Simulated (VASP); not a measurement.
# CdS (P3m1) in VASP: notebook, part 3 of 3

VASP 6.6.1.

### Step 6. Dielectric tensor, PBE

File INCAR:

```
SYSTEM = CdS
ALGO = Normal
EDIFF = 1E-8
ENCUT = 520
GGA = PE
ISIF = 2
ISMEAR = 0
LASPH = .True.
LCHARG = .False.
LEPSILON = .True.
LREAL = .False.
LWAVE = .False.
NELM = 100
PREC = Accurate
SIGMA = 0.01
```

File KPOINTS:

```
k-points
0
Gamma
  7 7 5
  0 0 0
```

File POSCAR:

```
CdS
1.0
    4.2611695877      0.0000000000      0.0000000000
   -2.1305847939      3.6902811128      0.0000000000
    0.0000000000      0.0000000000      5.8041729400
Cd S
1 1
Direct
    0.0000000000      0.0000000000      0.4426919200
    0.6666666667      0.3333333333      0.4343080800
```

Potentials or basis: VASP PAW PBE potentials, release 64 (Cd, S).

Launch:

```console
> cat potpaw_PBE.64/Cd/POTCAR potpaw_PBE.64/S/POTCAR > POTCAR
> mpirun -np 1 vasp_std > vasp.out
```

OUTCAR:

```text
SYSTEM = CdS
   EDIFF = 1E-8
   ENCUT = 520
   GGA = PE
   ISIF = 2
   ISMEAR = 0
   LASPH = .True.
   LEPSILON = .True.
   LREAL = .False.
   NELM = 100
   PREC = Accurate

 ion  position               nearest neighbor table
   1  0.000  0.000  0.443-   2 2.46   2 2.46   2 2.46
   2  0.667  0.333  0.434-   1 2.46   1 2.46   1 2.46

  LATTYP: Found a hexagonal cell.
 ALAT       =     4.2611695877
 C/A-ratio  =     1.3621079426

  Lattice vectors:

 A1 = (   4.2611695877,   0.0000000000,   0.0000000000)
 A2 = (  -2.1305847939,   3.6902811128,   0.0000000000)
 A3 = (   0.0000000000,   0.0000000000,   5.8041729400)

Analysis of symmetry for initial positions (statically):
=====================================================================
 Subroutine PRICEL returns:
 Original cell was already a primitive cell.

 Routine SETGRP: Setting up the symmetry group for a
 hexagonal supercell.

 Subroutine GETGRP returns: Found  6 space group operations
 (whereof  6 operations were pure point group operations)
 out of a pool of 24 trial point group operations.

The static configuration has the point symmetry C_3v.

Analysis of symmetry for dynamics (positions and initial velocities):
=====================================================================
 Subroutine PRICEL returns:
 Original cell was already a primitive cell.

 Routine SETGRP: Setting up the symmetry group for a
 hexagonal supercell.

 Subroutine GETGRP returns: Found  6 space group operations
 (whereof  6 operations were pure point group operations)
 out of a pool of 24 trial point group operations.

The dynamic configuration has the point symmetry C_3v.

 Subroutine INISYM returns: Found  6 space group operations
 (whereof  6 operations are pure point group operations),
 and found     1 'primitive' translations

----------------------------------------------------------------------------------------

                                     Primitive cell

  volume of cell :      91.2701

  direct lattice vectors                    reciprocal lattice vectors
     4.261169588  0.000000000  0.000000000     0.234677353  0.135491033  0.000000000
    -2.130584794  3.690281113  0.000000000     0.000000000  0.270982066  0.000000000
     0.000000000  0.000000000  5.804172940     0.000000000  0.000000000  0.172289835

  length of vectors
     4.261169588  4.261169588  5.804172940     0.270982066  0.270982066  0.172289835

  position of ions in fractional coordinates (direct lattice)
     0.000000000  0.000000000  0.442691920
     0.666666667  0.333333333  0.434308080

  ion indices of the primitive-cell ions
   primitive index   ion index
                 1           1
                 2           2

[... 492 lines left out ...]
      3      -9.5828      2.00000
      4      -9.3197      2.00000
      5      -9.2617      2.00000
      6      -8.9571      2.00000
      7      -4.5710      2.00000
      8      -2.9509      2.00000
      9      -2.8103      2.00000
     10       1.5045      0.00000
     11       2.6240      0.00000
     12       4.6910      0.00000
     13       6.0534      0.00000

 [... further k-points ...]

  FORCE on cell =-STRESS in cart. coord.  units (eV):
  Direction    XX          YY          ZZ          XY          YZ          ZX
  --------------------------------------------------------------------------------------
  -------------------------------------------------------------------------------------
  Total       -0.0502989     -0.0502989     -0.0032950      0.0000000      0.0000000     -0.0000000
  in kB       -0.8829586     -0.8829586     -0.0578408      0.0000000      0.0000000     -0.0000000
  external PRESSURE =      -0.6079193 kB  Pullay stress =       0.0000000 kB

 VOLUME and BASIS-vectors are now :
 -----------------------------------------------------------------------------
  energy-cutoff  :      520.00
  volume of cell :       91.27
      direct lattice vectors                 reciprocal lattice vectors
     4.261169588  0.000000000  0.000000000     0.234677353  0.135491033  0.000000000
    -2.130584794  3.690281113  0.000000000     0.000000000  0.270982066  0.000000000
     0.000000000  0.000000000  5.804172940     0.000000000  0.000000000  0.172289835

 POSITION                                       TOTAL-FORCE (eV/Angst)
 -----------------------------------------------------------------------------------
      0.00000      0.00000      2.56946        -0.000000      0.000000     -0.002427
      2.13058      1.23009      2.52080         0.000000      0.000000      0.002427
 -----------------------------------------------------------------------------------
    total drift:                                0.000001     -0.000000      0.000037

  FREE ENERGIE OF THE ION-ELECTRON SYSTEM (eV)
  ---------------------------------------------------
  free  energy   TOTEN  =        -5.6488653053 eV

  energy  without entropy=       -5.6488653053  energy(sigma->0) =       -5.64886531

 HEAD OF MICROSCOPIC STATIC DIELECTRIC TENSOR (INDEPENDENT PARTICLE, excluding Hartree and local field effects)
 ------------------------------------------------------
           5.851402    -0.000000    -0.000000
          -0.000000     5.851402    -0.000000
          -0.000000    -0.000000     2.470117
 ------------------------------------------------------

 Free energy of the ion-electron system (eV)
  ---------------------------------------------------
  ---------------------------------------------------
  free energy    TOTEN  =        -1.25734007 eV

  energy without entropy =       -1.25734007

------------------------ aborting loop because EDIFF is reached ----------------------------------------

--------------------------------------- Ionic step        2  -------------------------------------------

------------------------ aborting loop because EDIFF is reached ----------------------------------------

--------------------------------------- Ionic step        3  -------------------------------------------

 Free energy of the ion-electron system (eV)
  ---------------------------------------------------
  ---------------------------------------------------
  free energy    TOTEN  =        -0.24912140 eV

  energy without entropy =       -0.24912140

------------------------ aborting loop because EDIFF is reached ----------------------------------------

 PIEZOELECTRIC TENSOR FIELD DIRECTION 3  (e Angst)
 -----------------------------------------------------------------------------
     0.01405 -0.00000  0.00000           (  0.00376 -0.00000  0.00000)
    -0.00000  0.01405 -0.00000           ( -0.00000  0.00376  0.00000)
     0.00000  0.00000 -0.00872           (  0.00000  0.00000  0.00588)

 PIEZOELECTRIC TENSOR FIELD DIRECTION 3  (C/m^2)
 -----------------------------------------------------------------------------
     0.00247 -0.00000  0.00000
    -0.00000  0.00247 -0.00000
     0.00000  0.00000 -0.00153

 MACROSCOPIC STATIC DIELECTRIC TENSOR (including local field effects in DFT)
 ------------------------------------------------------
           5.666155    -0.000000     0.000000
          -0.000000     5.666155     0.000000
           0.000000     0.000000     1.852844
 ------------------------------------------------------

 PIEZOELECTRIC TENSOR (including local field effects)  for field in x, y, z        (e  Angst)
          XX          YY          ZZ          XY          YZ          ZX
  --------------------------------------------------------------------------------
  x     0.00000    -0.00000     0.00000    -2.26757    -0.00000     0.10972
  y    -2.26757     2.26757    -0.00000    -0.00000     0.10972    -0.00000
  z     0.01405     0.01405    -0.00872    -0.00000     0.00000     0.00000

 PIEZOELECTRIC TENSOR (including local field effects)  for field in x, y, z        (C/m^2)
          XX          YY          ZZ          XY          YZ          ZX
  --------------------------------------------------------------------------------
  x     0.00000    -0.00000     0.00000    -0.39806    -0.00000     0.01926
  y    -0.39806     0.39806    -0.00000    -0.00000     0.01926    -0.00000
  z     0.00247     0.00247    -0.00153    -0.00000     0.00000     0.00000

 BORN EFFECTIVE CHARGES (including local field effects) (in |e|, cummulative output)
 ---------------------------------------------------------------------------------
 ion    1
    1     2.79876    -0.00000     0.00000
    2    -0.00000     2.79876     0.00000
    3    -0.00000     0.00000     0.46621
 ion    2
    1    -2.79876     0.00000    -0.00000
    2     0.00000    -2.79876    -0.00000
    3     0.00000     0.00000    -0.46621
```

stdout:

```text
POSCAR found type information on POSCAR CdS
 POSCAR found :  2 types and       2 ions
 scaLAPACK will be used
 LDA part: xc-table for (Slater+PW92), standard interpolation
 POSCAR, INCAR and KPOINTS ok, starting setup
 FFT: planning ... GRIDC
 FFT: planning ... GRID_SOFT
 FFT: planning ... GRID
 WAVECAR not read
 entering main loop
 Linear response reoptimize wavefunctions to high precision
 Linear response G [H, r] |phi>, progress :
  Direction:   1
 Linear response G [H, r] |phi>, progress :
  Direction:   2
 Linear response G [H, r] |phi>, progress :
  Direction:   3
 Linear response to external field (no local field effect), progress :
  Direction:   1
 dielectric tensor                  component  1 :     6.028    -0.870    -0.013
 Linear response to external field (no local field effect), progress :
  Direction:   2
 dielectric tensor                  component  2 :    -0.869     5.675    -0.066
 Linear response to external field (no local field effect), progress :
  Direction:   3
 dielectric tensor                  component  3 :    -0.013    -0.066     2.470
 Linear response to external field, progress :
  Direction:   1
 dielectric tensor                  component  1 :     5.666    -0.000    -0.000
 Linear response to external field, progress :
  Direction:   2
 dielectric tensor                  component  2 :    -0.835     5.666     0.000
 Linear response to external field, progress :
  Direction:   3
 dielectric tensor                  component  3 :    -0.016    -0.063     1.853
 Born effective charges drift removed
```

Wall time 3.5 min (1 thread of Intel Xeon 6975P-C (Granite Rapids), shared host); peak memory 0.48 GiB.

Results:

```yaml
Band_gap_on_the_k_mesh: 1.47 eV, indirect (the least direct gap lies 3.9 meV higher)
Electronic_dielectric_tensor_diagonal: 5.67, 5.67, 1.85
Born_charges_mean_of_the_diagonal: Cd +2.02; S -2.02 e
```

Levels at points of the mesh, in eV from the valence-band top:
```tsv
k point	band 7	band 8	band 9	band 10	band 11	band 12
(0.00, 0.00, 0.00)	-1.05	0.00	0.00	1.47	5.58	6.93
```

Electronic dielectric tensor:
```
5.67 0.00 0.00
0.00 5.67 0.00
0.00 0.00 1.85
```

Born effective charge tensors (e):
atom 1, Cd
```
2.80 0.00 0.00
0.00 2.80 0.00
0.00 0.00 0.47
```
atom 2, S
```
-2.80  0.00  0.00
 0.00 -2.80  0.00
 0.00  0.00 -0.47
```

A k mesh can miss the band edges.

### Step 7. Elastic constants, LDA

File INCAR:

```
PREC = Accurate
ENCUT = 600
EDIFF = 1E-8
ISMEAR = 0
SIGMA = 0.01
LREAL = False
LASPH = True
NELM = 100
ALGO = Normal
ISIF = 3
LWAVE = False
LCHARG = True
GGA = CA
IBRION = 6
NFREE = 2
POTIM = 0.015
NSW = 1
```

File KPOINTS:

```
Automatic mesh
0
Gamma
  5 5 4
```

POSCAR is that of step 6.

Potentials or basis: VASP PAW LDA potentials, release 64 (Cd, S).

Launch:

```console
> cat potpaw_LDA.64/Cd/POTCAR potpaw_LDA.64/S/POTCAR > POTCAR
> mpirun -np 1 vasp_std > vasp.out
```

Run time: 5.8 min. Hardware: 1 thread of Intel Xeon 6975P-C (Granite Rapids), shared host; peak memory 0.29 GiB.

It converged, with:

- Voigt bulk modulus: 26 GPa
- Highest phonon frequency at Γ, LO-TO splitting left out: 275 cm⁻¹

Phonon frequencies in cm⁻¹ (negative: imaginary):
| q point | frequencies |
| --- | --- |
| (0.000, 0.000, 0.000) | 0 0 0 72 275 275 |

Elastic tensor in Voigt notation (GPa, in the Cartesian axes of the cell as first typed):
```
77 40  0  0  0  0
40 77  0  0  0  0
 0  0 -1  0  0  0
 0  0  0  1  0  0
 0  0  0  0  1  0
 0  0  0  0  0 18
```

Clamped-ion elastic tensor (GPa):
```
91 27  0 -1  0  0
27 91  0  1  0  0
 0  0 -1  0  0  0
-1  1  0  1  0  0
 0  0  0  0  1 -1
 0  0  0  0 -1 32
```

Caveat: the cell is under stress, which shifts elastic constants; the elastic tensor has a negative eigenvalue, so either the cell is unstable as it stands or the mesh is too thin.

### Step 8. Overview

| task | level | potentials or basis | k mesh | cutoff (eV) | ions in elastic constants | gap on the mesh (eV) |
| --- | --- | --- | --- | --- | --- | --- |
| vibrations by perturbation theory | LDA | VASP PAW LDA potentials, release 64 (Cd, S) | 5 × 5 × 4 | 520 | - | - |
| vibrations by perturbation theory | PBE | VASP PAW PBE potentials, release 64 (Cd, S) | 5 × 5 × 4 | 520 | - | - |
| vibrations by perturbation theory | PBEsol | VASP PAW PBE potentials, release 64 (Cd, S) | 5 × 5 × 4 | 520 | - | - |
| dielectric tensor | LDA | VASP PAW LDA potentials, release 64 (Cd, S) | 7 × 7 × 5 | 520 | - | 1.29 |
| dielectric tensor | PBE | VASP PAW PBE potentials, release 64 (Cd, S) | 7 × 7 × 5 | 520 | - | 1.47 |
| elastic constants | LDA | VASP PAW LDA potentials, release 64 (Cd, S) | 5 × 5 × 4 | 600 | relaxed | - |

Alike in all rows: no spin polarisation; cell as given; smearing gaussian 0.01 eV.

Caveats: the cell wasn't relaxed at this level first, which shifts response properties (some runs); the PAW data sets were made with another functional, which shifts forces and pressure a little (some runs); the cell is under stress, which shifts elastic constants (some runs); the elastic tensor has a negative eigenvalue, so either the cell is unstable as it stands or the mesh is too thin (some runs).

Absolute energies hang on the potentials; compare differences alone.
